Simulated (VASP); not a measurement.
# Ru in VASP: single point with PBE

Aim: the single point of Ru with PBE.

Program: VASP 6.6.1. These are calculated values, not measurements. Logs are shortened: lines on timing, memory, paths and dates and some standing lists are left out, and cuts for length are marked.

### Step 1. The cell of the first run

The cell holds a slab with vacuum, 4 atoms: a = 2.720 Å, b = 2.720 Å, c = 20.445 Å, α = 90.00°, β = 90.00°, γ = 120.00°.

### Step 2. Single point, PBE

File INCAR:

```
ALGO = Normal
DIPOL = 0.5 0.5 0.499
EDIFF = 1E-6
ENCUT = 520
GGA = PE
IDIPOL = 3
ISIF = 2
ISMEAR = 0
LASPH = True
LCHARG = False
LDIPOL = True
LREAL = False
LWAVE = False
NBANDS = 36
NELM = 100
PREC = Accurate
SIGMA = 0.1
```

File KPOINTS:

```
k-points
0
Gamma
  12 12 1
```

File POSCAR:

```
Ru
1.0
    2.7197977462      0.0000000000      0.0000000000
   -1.3598988731      2.3554139414      0.0000000000
    0.0000000000      0.0000000000     20.4449896454
Ru
4
Direct
    0.6666666667      0.3333333333      0.3423821739
    0.3333333333      0.6666666667      0.4474607246
    0.6666666667      0.3333333333      0.5521708514
    0.3333333333      0.6666666667      0.6537708793
```

Potentials or basis: VASP PAW PBE potentials, release 64 (Ru_pv).

Launch:

```console
> cat potpaw_PBE.64/Ru_pv/POTCAR > POTCAR
> mpirun -np 1 vasp_std > vasp.out
```

OUTCAR:

```text
EDIFF = 1E-6
   ENCUT = 520
   GGA = PE
   ISIF = 2
   ISMEAR = 0
   LASPH = True
   LREAL = False
   NELM = 100
   PREC = Accurate

 ion  position               nearest neighbor table
   1  0.667  0.333  0.342-   2 2.66   2 2.66   2 2.66
   2  0.333  0.667  0.447-   3 2.65   3 2.65   3 2.65   1 2.66   1 2.66   1 2.66
   3  0.667  0.333  0.552-   4 2.60   4 2.60   4 2.60   2 2.65   2 2.65   2 2.65
   4  0.333  0.667  0.654-   3 2.60   3 2.60   3 2.60

  LATTYP: Found a hexagonal cell.
 ALAT       =     2.7197977462
 C/A-ratio  =     7.5170992674

  Lattice vectors:

 A1 = (   2.7197977462,   0.0000000000,   0.0000000000)
 A2 = (  -1.3598988731,   2.3554139414,   0.0000000000)
 A3 = (   0.0000000000,   0.0000000000,  20.4449896454)

Analysis of symmetry for initial positions (statically):
=====================================================================
 Subroutine PRICEL returns:
 Original cell was already a primitive cell.

 Routine SETGRP: Setting up the symmetry group for a
 hexagonal supercell.

 Subroutine GETGRP returns: Found  6 space group operations
 (whereof  6 operations were pure point group operations)
 out of a pool of 24 trial point group operations.

The static configuration has the point symmetry C_3v.

Analysis of symmetry for dynamics (positions and initial velocities):
=====================================================================
 Subroutine PRICEL returns:
 Original cell was already a primitive cell.

 Routine SETGRP: Setting up the symmetry group for a
 hexagonal supercell.

 Subroutine GETGRP returns: Found  6 space group operations
 (whereof  6 operations were pure point group operations)
 out of a pool of 24 trial point group operations.

The dynamic configuration has the point symmetry C_3v.

 Subroutine INISYM returns: Found  6 space group operations
 (whereof  6 operations are pure point group operations),
 and found     1 'primitive' translations

----------------------------------------------------------------------------------------

                                     Primitive cell

  volume of cell :     130.9757

  direct lattice vectors                    reciprocal lattice vectors
     2.719797746  0.000000000  0.000000000     0.367674398  0.212276913  0.000000000
    -1.359898873  2.355413941  0.000000000     0.000000000  0.424553826  0.000000000
     0.000000000  0.000000000 20.444989645     0.000000000  0.000000000  0.048911739

  length of vectors
     2.719797746  2.719797746 20.444989645     0.424553826  0.424553826  0.048911739

  position of ions in fractional coordinates (direct lattice)
     0.666666667  0.333333333  0.342382174
     0.333333333  0.666666667  0.447460725
     0.666666667  0.333333333  0.552170851
     0.333333333  0.666666667  0.653770879

  ion indices of the primitive-cell ions
   primitive index   ion index
                 1           1
                 2           2
                 3           3
                 4           4

----------------------------------------------------------------------------------------

 KPOINTS: k-points

Automatic generation of k-mesh.
 Grid dimensions read from file:
 generate k-points for:   12   12    1

 Generating k-lattice:

  Cartesian coordinates                     Fractional coordinates (reciprocal lattice)
     0.030639533  0.017689743  0.000000000     0.083333333 -0.000000000  0.000000000
     0.000000000  0.035379485  0.000000000     0.000000000  0.083333333  0.000000000
     0.000000000  0.000000000  0.048911739     0.000000000  0.000000000  1.000000000

  Length of vectors
     0.035379485  0.035379485  0.048911739

  Shift w.r.t. Gamma in fractional coordinates (k-lattice)
     0.000000000  0.000000000  0.000000000

 Subroutine IBZKPT returns following result:
 ===========================================

 Found     19 irreducible k-points:

 Following reciprocal coordinates:
            Coordinates               Weight
  0.000000  0.000000  0.000000      1.000000
  0.083333  0.000000  0.000000      6.000000
  0.166667  0.000000  0.000000      6.000000
  0.250000  0.000000  0.000000      6.000000
  0.333333  0.000000  0.000000      6.000000
  0.416667  0.000000  0.000000      6.000000
[... 11 lines left out ...]
  0.333333  0.250000  0.000000     12.000000
  0.333333  0.333333  0.000000      2.000000
   k-points           NKPTS =     19   k-points in BZ     NKDIM =     19   number of bands    NBANDS=     36
   number of dos      NEDOS =    301   number of ions     NIONS =      4
   total plane-waves  NPLWV =  64000
   dimension x,y,z NGX =    20 NGY =   20 NGZ =  160
   dimension x,y,z NGXF=    40 NGYF=   40 NGZF=  320
   ions per type =               4
   NGX,Y,Z   is equivalent  to a cutoff of  12.22, 12.22, 13.01 a.u.
   NGXF,Y,Z  is equivalent  to a cutoff of  24.45, 24.45, 26.02 a.u.
 SYSTEM =  unknown system
   PREC   = accura    normal or accurate (medium, high low for compatibility)
   ISTART =      0    job   : 0-new  1-cont  2-samecut
   ICHARG =      2    charge: 1-file 2-atom 10-const
   ISPIN  =      1    spin polarized calculation?
   LNONCOLLINEAR =      F non collinear calculations
   LSORBIT =      F    spin-orbit coupling
   LASPH  =      T    aspherical Exc in radial PAW
   ENCUT  =  520.0 eV  38.22 Ry    6.18 a.u.   5.06  5.06 38.01*2*pi/ulx,y,z
   NELM   =    100;   NELMIN=  2; NELMDL= -5     # of ELM steps
   EDIFF  = 0.1E-05   stopping-criterion for ELM
   LREAL  =      F    real-space projection
   EDIFFG = 0.1E-04   stopping-criterion for IOM
   NSW    =      0    number of steps for IOM
   IBRION =     -1    ionic relax: 0-MD 1-quasi-New 2-CG
   NFREE  =      0    steps in history (QN), initial steepest desc. (CG)
   ISIF   =      2    stress and relaxation
   ISYM   =      2    0-nonsym 1-usesym 2-fastsym
   POTIM  = 0.5000    time-step for ionic-motion
   TEBEG  =    0.0;   TEEND  =   0.0 temperature during run
   PSTRESS=    0.0 pullay stress
   NELECT =      56.0000    total number of electrons
   NUPDOWN=      -1.0000    fix difference up-down
   EMIN   =  10.00;   EMAX   =-10.00  energy-range for DOS
   EFERMI =   0.00;   METHOD = LEGACY
   ISMEAR =     0;   SIGMA  =   0.10  broadening in eV -4-tet -1-fermi 0-gaus
   EFERMI_NEDOS =   21; number of points for ismear=-14 and -15
   IALGO  =     38    algorithm
   IMIX   =      4    mixing-type and parameters
     AMIX     =   0.40;   BMIX     =  1.00
     AMIX_MAG =   1.60;   BMIX_MAG =  1.00
  volume/ion in A,a.u.               =      32.74       220.97
  Fermi-wavevector in a.u.,A,eV,Ry     =   1.233315  2.330627 20.695349  1.521065
  Thomas-Fermi vector in A             =   2.368050
   LORBIT       =      0    0 simple, 1 ext, 2 COOP (PROOUT), +10 PAW based schemes
   GGA     = PE    functional components
   LHFCALC =     F    Hartree Fock is set to
   AEXX    =    0.0000 exact exchange contribution
   IVDW    =     0    specifies the selected vdW correction
   LEPSILON=     F    determine dielectric tensor
   LRPA    =     F    only Hartree local field effects (RPA)
 non-spin polarized calculation
 Gauss-broadening in eV      SIGMA  =   0.10
  energy-cutoff  :      520.00
  volume of cell :      130.98
 maximum number of plane-waves:      3555
   NGX = 11   NGY = 11   NGZ = 77

 dipolmoment           0.000000      0.000000      0.001807 electrons x Angstroem

 number of electron      56.0000011 magnetization

 dipolmoment           0.000000      0.000000     -0.001251 electrons x Angstroem

 Free energy of the ion-electron system (eV)
  ---------------------------------------------------
  ext. energy  EPLUGINS =         0.00000000
  ---------------------------------------------------
  free energy    TOTEN  =       -34.80534703 eV

  energy without entropy =      -34.78058865  energy(sigma->0) =      -34.79296784

 E-fermi :   2.4347     XC(G=0):  -6.8743

 val. band max:        2.4227382603   @ k =   0.2500   0.0833   0.0000
 cond. band min:       2.4537081681   @ k =   0.1667   0.0000   0.0000
 fundamental gap:      0.0309699077
 Fermi energy:         2.4346710802

 k-point     1 :       0.0000    0.0000    0.0000
  band No.  band energies     occupation
      1     -41.1685      2.00000
      2     -40.7182      2.00000
      3     -40.4040      2.00000
      4     -40.4040      2.00000
      5     -40.3014      2.00000
      6     -40.3014      2.00000
[... 28 lines left out ...]
     35       3.5923      0.00000
     36       3.5923      0.00000

 k-point     2 :       0.0833    0.0000    0.0000
  band No.  band energies     occupation
      1     -41.1517      2.00000
      2     -40.7234      2.00000
      3     -40.4426      2.00000
      4     -40.4179      2.00000
      5     -40.3668      2.00000
      6     -40.3113      2.00000
[... 28 lines left out ...]
     35       3.6572      0.00000
     36       4.0963      0.00000

 k-point     3 :       0.1667    0.0000    0.0000
  band No.  band energies     occupation
      1     -41.1059      2.00000
      2     -40.7611      2.00000
      3     -40.5409      2.00000
      4     -40.4905      2.00000
      5     -40.4554      2.00000
      6     -40.3385      2.00000
[... 28 lines left out ...]
     35       3.7936      0.00000
     36       5.1452      0.00000
[... 547 lines left out ...]
 k-point    18 :       0.3333    0.2500    0.0000
  band No.  band energies     occupation
      1     -41.0609      2.00000
      2     -41.0122      2.00000
      3     -40.8700      2.00000
      4     -40.7365      2.00000
      5     -40.6703      2.00000
      6     -40.6331      2.00000
[... 28 lines left out ...]
     35       9.5503      0.00000
     36       9.9109      0.00000

 k-point    19 :       0.3333    0.3333    0.0000
  band No.  band energies     occupation
      1     -41.0060      2.00000
      2     -40.9782      2.00000
      3     -40.9483      2.00000
      4     -40.7634      2.00000
      5     -40.6850      2.00000
      6     -40.6363      2.00000
[... 28 lines left out ...]
     35       9.8810      0.00000
     36      10.7355      0.00000

------------------------ aborting loop because EDIFF is reached ----------------------------------------

 vacuum level on the upper side and lower side of the slab       (xc-potential included)        -0.207        -0.164

  FORCE on cell =-STRESS in cart. coord.  units (eV):
  Direction    XX          YY          ZZ          XY          YZ          ZX
  --------------------------------------------------------------------------------------
  -------------------------------------------------------------------------------------
  Total       -3.2406550     -3.2406550     -1.3463181      0.0000000     -0.0000000      0.0000000
  in kB      -39.6417331    -39.6417331    -16.4690108      0.0000000     -0.0000000      0.0000000
  external PRESSURE =     -31.9174923 kB  Pullay stress =       0.0000000 kB

 VOLUME and BASIS-vectors are now :
 -----------------------------------------------------------------------------
  energy-cutoff  :      520.00
  volume of cell :      130.98
      direct lattice vectors                 reciprocal lattice vectors
     2.719797746  0.000000000  0.000000000     0.367674398  0.212276913  0.000000000
    -1.359898873  2.355413941  0.000000000     0.000000000  0.424553826  0.000000000
     0.000000000  0.000000000 20.444989645     0.000000000  0.000000000  0.048911739

 POSITION                                       TOTAL-FORCE (eV/Angst)
 -----------------------------------------------------------------------------------
      1.35990      0.78514      7.00000        -0.000000     -0.000000      0.618482
     -0.00000      1.57028      9.14833        -0.000000     -0.000000     -0.625344
      1.35990      0.78514     11.28913         0.000000     -0.000000     -0.001058
     -0.00000      1.57028     13.36634        -0.000000      0.000000      0.007920
 -----------------------------------------------------------------------------------
    total drift:                                0.000000     -0.000000      0.000088

  FREE ENERGIE OF THE ION-ELECTRON SYSTEM (eV)
  ---------------------------------------------------
  free  energy   TOTEN  =       -34.8053470287 eV

  energy  without entropy=      -34.7805886503  energy(sigma->0) =      -34.79296784

 vacuum level on the upper side and lower side of the slab         7.303         7.348
```

Run time: 1.9 min. Hardware: 1 thread of Intel Xeon Platinum 8559C (Emerald Rapids), shared host; peak memory 0.26 GiB.

What came out:

```
Free energy            : -34.8053 eV
Largest force          : 0.625 eV/Å
Band gap on the k mesh : zero (band 28 reaches 3.78 eV, above the bottom of band 29 at 1.46 eV)
```

Forces on the atoms (eV/Å):
```
Ru   0.000  0.000  0.618
Ru   0.000  0.000 -0.625
Ru   0.000  0.000 -0.001
Ru   0.000  0.000  0.008
```
